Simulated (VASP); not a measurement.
# TiSi2 (Fddd) in VASP: notebook, part 2 of 2

VASP 6.6.1.

## Step 3: Electric field gradients, PBE (13.40 Å³/atom)

This run uses another cell than the first one, of 13.40 Å³/atom.

File INCAR:

```
PREC = Accurate
ENCUT = 520
EDIFF = 1E-8
ISMEAR = -1
SIGMA = 0.08
LREAL = False
LASPH = True
NELM = 100
ALGO = Normal
ISIF = 2
LWAVE = False
LCHARG = False
GGA = PE
LEFG = True
NBANDS = 29
```

File KPOINTS:

```
regular mesh
0
Gamma
  8 8 8
```

File POSCAR:

```
TiSi2
1.0
    0.0000000000      4.0623445288      4.2039051019
    2.3542460462      0.0000000000      4.2039051019
    2.3542460462      4.0623445288      0.0000000000
Ti Si
2 4
Direct
    0.7500000000      0.7500000000      0.7500000000
    0.5000000000      0.5000000000      0.5000000000
    0.0830000000      0.4170000000      0.0830000000
    0.4170000000      0.0830000000      0.4170000000
    0.1670000000      0.8330000000      0.1670000000
    0.8330000000      0.1670000000      0.8330000000
```

Potentials or basis: VASP PAW PBE potentials, release 64 (Ti_sv, Si).

Started as:

```sh
$ cat potpaw_PBE.64/Ti_sv/POTCAR potpaw_PBE.64/Si/POTCAR > POTCAR
$ mpirun -np 1 vasp_std > vasp.out
```

OUTCAR:

```text
PREC = Accurate
   ENCUT = 520
   EDIFF = 1E-8
   ISMEAR = -1
   LREAL = False
   LASPH = True
   NELM = 100
   ISIF = 2
   GGA = PE

 ion  position               nearest neighbor table
   1  0.750  0.750  0.750-   6 2.50   5 2.50   6 2.50   5 2.50   3 2.71   4 2.71   4 2.72   4 2.72
                             3 2.72   3 2.72
   2  0.500  0.500  0.500-   3 2.50   4 2.50   3 2.50   4 2.50   5 2.71   6 2.71   5 2.72   5 2.72
                             6 2.72   6 2.72
   3  0.083  0.417  0.083-   2 2.50   2 2.50   5 2.50   5 2.50   1 2.71   4 2.71   4 2.71   4 2.71
                             1 2.72   1 2.72
   4  0.417  0.083  0.417-   2 2.50   2 2.50   6 2.50   6 2.50   1 2.71   3 2.71   3 2.71   3 2.71
                             1 2.72   1 2.72
   5  0.167  0.833  0.167-   1 2.50   1 2.50   3 2.50   3 2.50   2 2.71   6 2.71   6 2.71   6 2.71
                             2 2.72   2 2.72
   6  0.833  0.167  0.833-   1 2.50   1 2.50   4 2.50   4 2.50   2 2.71   5 2.71   5 2.71   5 2.71
                             2 2.72   2 2.72

  LATTYP: Found a face centered orthorhombic cell.
 ALAT       =     4.7084920924
 B/A-ratio  =     1.7255394929
 C/A-ratio  =     1.7856693903

  Lattice vectors:

 A1 = (   0.0000000000,   4.0623445288,   4.2039051019)
 A2 = (   2.3542460462,   0.0000000000,   4.2039051019)
 A3 = (   2.3542460462,   4.0623445288,   0.0000000000)

Analysis of symmetry for initial positions (statically):
=====================================================================
 Subroutine PRICEL returns:
 Original cell was already a primitive cell.

 Routine SETGRP: Setting up the symmetry group for a
 face centered orthorhombic supercell.

 Subroutine GETGRP returns: Found  8 space group operations
 (whereof  4 operations were pure point group operations)
 out of a pool of  8 trial point group operations.

The static configuration has the point symmetry D_2 .
 The point group associated with its full space group is D_2h.

Analysis of symmetry for dynamics (positions and initial velocities):
=====================================================================
 Subroutine PRICEL returns:
 Original cell was already a primitive cell.

 Routine SETGRP: Setting up the symmetry group for a
 face centered orthorhombic supercell.

 Subroutine GETGRP returns: Found  8 space group operations
 (whereof  4 operations were pure point group operations)
 out of a pool of  8 trial point group operations.

The dynamic configuration has the point symmetry D_2 .
 The point group associated with its full space group is D_2h.

 Subroutine INISYM returns: Found  8 space group operations
 (whereof  4 operations are pure point group operations),
 and found     1 'primitive' translations

----------------------------------------------------------------------------------------

                                     Primitive cell

  volume of cell :      80.4103

  direct lattice vectors                    reciprocal lattice vectors
     0.000000000  4.062344529  4.203905102    -0.212382219  0.123081633  0.118937033
     2.354246046  0.000000000  4.203905102     0.212382219 -0.123081633  0.118937033
     2.354246046  4.062344529  0.000000000     0.212382219  0.123081633 -0.118937033

  length of vectors
[... 118 lines left out ...]
   IVDW    =     0    specifies the selected vdW correction
   LEPSILON=     F    determine dielectric tensor
   LRPA    =     F    only Hartree local field effects (RPA)
 non-spin polarized calculation
  energy-cutoff  :      520.00
  volume of cell :       80.41
 maximum number of plane-waves:      2182
 NGX is ok and might be reduce to    48
   NGX = 21   NGY = 17   NGZ = 17

 number of electron      40.0000002 magnetization

 Free energy of the ion-electron system (eV)
  ---------------------------------------------------
  ext. energy  EPLUGINS =         0.00000000
  ---------------------------------------------------
  free energy    TOTEN  =       -40.59071814 eV

  energy without entropy =      -40.54918273  energy(sigma->0) =      -40.56995043

 E-fermi :  10.7187     XC(G=0): -11.9267

 val. band max:       10.7002288616   @ k =  -0.2500   0.2500   0.1250
 cond. band min:      10.7226067082   @ k =   0.3750   0.0000   0.3750
 fundamental gap:      0.0223778466
 Fermi energy:        10.7187414395

 k-point     1 :       0.0000    0.0000    0.0000
  band No.  band energies     occupation
      1     -45.4004      2.00000
      2     -45.3655      2.00000
      3     -21.8196      2.00000
      4     -21.7902      2.00000
      5     -21.7102      2.00000
      6     -21.6933      2.00000
[... 757 lines left out ...]
     28      14.8624      0.00000
     29      15.2255      0.00000

 [... further k-points ...]

------------------------ aborting loop because EDIFF is reached ----------------------------------------

  FORCE on cell =-STRESS in cart. coord.  units (eV):
  Direction    XX          YY          ZZ          XY          YZ          ZX
  --------------------------------------------------------------------------------------
  -------------------------------------------------------------------------------------
  Total        4.7792399      3.8379432      5.0269389      0.0000000      0.0000000      0.0000000
  in kB       95.2265193     76.4711512    100.1619307      0.0000000      0.0000000      0.0000000
  external PRESSURE =      90.6198671 kB  Pullay stress =       0.0000000 kB

 VOLUME and BASIS-vectors are now :
 -----------------------------------------------------------------------------
  energy-cutoff  :      520.00
  volume of cell :       80.41
      direct lattice vectors                 reciprocal lattice vectors
     0.000000000  4.062344529  4.203905102    -0.212382219  0.123081633  0.118937033
     2.354246046  0.000000000  4.203905102     0.212382219 -0.123081633  0.118937033
     2.354246046  4.062344529  0.000000000     0.212382219  0.123081633 -0.118937033

 POSITION                                       TOTAL-FORCE (eV/Angst)
 -----------------------------------------------------------------------------------
      3.53137      6.09352      6.30586         0.000000      0.000000      0.000000
      2.35425      4.06234      4.20391        -0.000000      0.000000      0.000000
      1.17712      0.67435      2.10195        -0.000000      0.214982     -0.000000
      1.17712      3.38800      2.10195        -0.000000     -0.214982     -0.000000
      2.35425      1.35682      4.20391         0.000000     -0.214982     -0.000000
      2.35425      6.76787      4.20391         0.000000      0.214982     -0.000000
 -----------------------------------------------------------------------------------
    total drift:                               -0.000000     -0.000000      0.000000

  FREE ENERGIE OF THE ION-ELECTRON SYSTEM (eV)
  ---------------------------------------------------
  free  energy   TOTEN  =       -40.5907181370 eV

  energy  without entropy=      -40.5491827323  energy(sigma->0) =      -40.56995043

 Electric field gradients (V/A^2)
---------------------------------------------------------------------
 ion       V_xx      V_yy      V_zz      V_xy      V_xz      V_yz
---------------------------------------------------------------------
   1      -2.778    10.352    -7.573    -0.002    -0.001     0.000
   2      -2.778    10.352    -7.573    -0.002    -0.001     0.000
   3       1.104    13.489   -14.592    -0.000    27.266    -0.000
   4       1.103    13.489   -14.592    -0.000   -27.266     0.000
   5       1.104    13.489   -14.592    -0.000    27.266    -0.000
   6       1.103    13.489   -14.592    -0.000   -27.266     0.000
---------------------------------------------------------------------

 Electric field gradients after diagonalization (V/A^2)
 (convention: |V_zz| > |V_xx| > |V_yy|)
----------------------------------------------------------------------
 ion       V_xx      V_yy      V_zz     asymmetry (V_yy - V_xx)/ V_zz
----------------------------------------------------------------------
   1      -7.573    -2.778    10.352       0.463
   2      -7.573    -2.778    10.352       0.463
   3      21.628    13.489   -35.117       0.232
   4      21.629    13.489   -35.118       0.232
   5      21.628    13.489   -35.117       0.232
   6      21.629    13.489   -35.118       0.232
----------------------------------------------------------------------

           NMR quadrupolar parameters

 Cq : quadrupolar parameter    Cq=e*Q*V_zz/h
 eta: asymmetry parameters     (V_yy - V_xx)/ V_zz
 Q  : nuclear electric quadrupole moment in mb (millibarn)
----------------------------------------------------------------------
 ion       Cq(MHz)       eta       Q (mb)
----------------------------------------------------------------------
   1       0.025       0.463       1.000
   2       0.025       0.463       1.000
   3      -0.085       0.232       1.000
   4      -0.085       0.232       1.000
   5      -0.085       0.232       1.000
   6      -0.085       0.232       1.000
----------------------------------------------------------------------
```

OSZICAR:

```text
N       E                     dE             d eps       ncg     rms          rms(c)
DAV:   1     0.393369032885E+03    0.39337E+03   -0.18855E+04  5510   0.148E+03
DAV:   2     0.236809820567E+01   -0.39100E+03   -0.37992E+03  5525   0.433E+02
DAV:   3    -0.405665826806E+02   -0.42935E+02   -0.42052E+02  9296   0.120E+02
DAV:   4    -0.437634203387E+02   -0.31968E+01   -0.31803E+01  7772   0.296E+01
DAV:   5    -0.439494139952E+02   -0.18599E+00   -0.18593E+00  8433   0.612E+00    0.198E+01
DAV:   6    -0.411122822870E+02    0.28371E+01   -0.28432E+01  7759   0.395E+01    0.691E+00
DAV:   7    -0.406587901635E+02    0.45349E+00   -0.51121E+00  7386   0.173E+01    0.558E+00
DAV:   8    -0.406000367752E+02    0.58753E-01   -0.64192E-01  7763   0.642E+00    0.121E+00
DAV:   9    -0.405898286142E+02    0.10208E-01   -0.11658E-01  7467   0.288E+00    0.523E-01
DAV:  10    -0.405908598175E+02   -0.10312E-02   -0.50942E-03  7408   0.527E-01    0.222E-01
DAV:  11    -0.405908165234E+02    0.43294E-04   -0.38585E-03  8379   0.472E-01    0.150E-01
DAV:  12    -0.405907197526E+02    0.96771E-04   -0.82305E-04  7535   0.232E-01    0.140E-02
DAV:  13    -0.405907187443E+02    0.10083E-05   -0.20183E-05  6978   0.392E-02    0.142E-02
DAV:  14    -0.405907181767E+02    0.56753E-06   -0.23699E-06  7284   0.132E-02    0.304E-03
DAV:  15    -0.405907180571E+02    0.11957E-06   -0.61068E-07  7985   0.575E-03    0.564E-04
DAV:  16    -0.405907180857E+02   -0.28559E-07   -0.52496E-08  6705   0.158E-03    0.617E-04
DAV:  17    -0.405907181306E+02   -0.44899E-07   -0.62848E-09  4090   0.722E-04    0.221E-04
DAV:  18    -0.405907181370E+02   -0.64110E-08   -0.20156E-09  4046   0.302E-04
   1 F= -.40590718E+02 E0= -.40569950E+02  d E =-.415354E-01
```

It took 2.8 min on 1 thread of Intel Xeon 6975P-C (Granite Rapids), shared host; peak memory 0.34 GiB.

What came out:

* Free energy: -40.5907 eV
* Pressure: 9.1 GPa
* Largest force: 0.215 eV/Å
* Band gap on the k mesh: zero (bands 20 and 21 overlap by 1.93 eV)
* Largest electric field gradient by atom: Ti +10.4; Si -35.1 V/Å²

Forces on the atoms (eV/Å):
```
Ti   0.000  0.000  0.000
Ti   0.000  0.000  0.000
Si   0.000  0.215  0.000
Si   0.000 -0.215  0.000
Si   0.000 -0.215  0.000
Si   0.000  0.215  0.000
```

Stress tensor (GPa, compression positive):
```
 9.52  0.00  0.00
 0.00  7.65  0.00
 0.00  0.00 10.02
```

Levels at points of the mesh, in eV from the Fermi level:
| k point | band 18 | band 19 | band 20 | band 21 | band 22 | band 23 |
| --- | --- | --- | --- | --- | --- | --- |
| (0.00, 0.00, 0.00) | -1.96 | -1.74 | -1.53 | -0.99 | 2.13 | 3.36 |
| (0.50, 0.00, 0.00) | -1.14 | -0.07 | 0.17 | 1.10 | 1.43 | 1.86 |
| (0.50, 0.50, 0.00) | -1.62 | -1.09 | -1.09 | 0.84 | 0.84 | 3.38 |
| (0.50, 0.00, 0.50) | -2.44 | -0.89 | -0.89 | 1.32 | 1.32 | 3.51 |
| (0.00, 0.50, 0.50) | -1.29 | -0.68 | -0.68 | 0.96 | 0.96 | 2.43 |

Electric field gradients, principal values (V/Å²):
| atom | least | middle | greatest (by size) |
| --- | --- | --- | --- |
| 1 Ti | -2.778 | -7.573 | 10.352 |
| 2 Ti | -2.778 | -7.573 | 10.352 |
| 3 Si | 13.489 | 21.628 | -35.117 |
| 4 Si | 13.489 | 21.629 | -35.118 |
| 5 Si | 13.489 | 21.628 | -35.117 |
| 6 Si | 13.489 | 21.629 | -35.118 |

Caveat: the cell stands under pressure; without QUAD_EFG the Cq values of the log hold for a quadrupole moment of 1 mb, not for the nuclei.
